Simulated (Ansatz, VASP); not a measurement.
**FeO: VASP beside Ansatz**

```xyz
4
Lattice="2.6529 -1.6241 0.0247 2.6529 1.6241 0.0247 -1.3147 0.0000 5.0547" Properties=species:S:1:pos:R:3 pbc="T T T"
Fe    1.9956    0.0000    2.5521
Fe    0.0000    0.0000    0.0000
O     3.6507    0.0000    1.3008
O     0.3404    0.0000    3.8034
```

Alike in both runs: functional PBE; k mesh 10 × 10 × 6; occupations gaussian, width 0.02 eV; collinear spin; Hubbard terms Fe d U = 5.3 eV.

Ansatz relaxed the structure, and its values are those at the end. VASP's run is a single point on that final structure, the one shown.

|  | VASP | Ansatz |
| --- | --- | --- |
| version | VASP 6.6.1 | Ansatz 0.2.0 |
| potentials or method | VASP PAW PBE potentials, release 64 (Fe_sv, O), cutoff 600 eV | scalar-relativistic, plane waves, PAW |
| valence electrons in the cell | 44 | 44 |

|  | VASP | Ansatz | Ansatz less VASP |
| --- | --- | --- | --- |
| gap on the k mesh at the Fermi level (eV) | 1.36 | 2.09 | +0.733 |
| least direct gap on the mesh (eV) | 1.66 | 2.45 | +0.784 |
| pressure (GPa) | -4.8 | 0.0 | +4.77 |
| net moment per atom (μB) | 0.00 | 0.00 | 0.000 |
| size of the moment on the site where the two differ most (μB) | 3.54 | 3.40 | -0.141 |

Site moments also hang on the region over which each program counts them. The programs project onto different local orbitals, so the same U acts differently, and such runs can settle in different states.
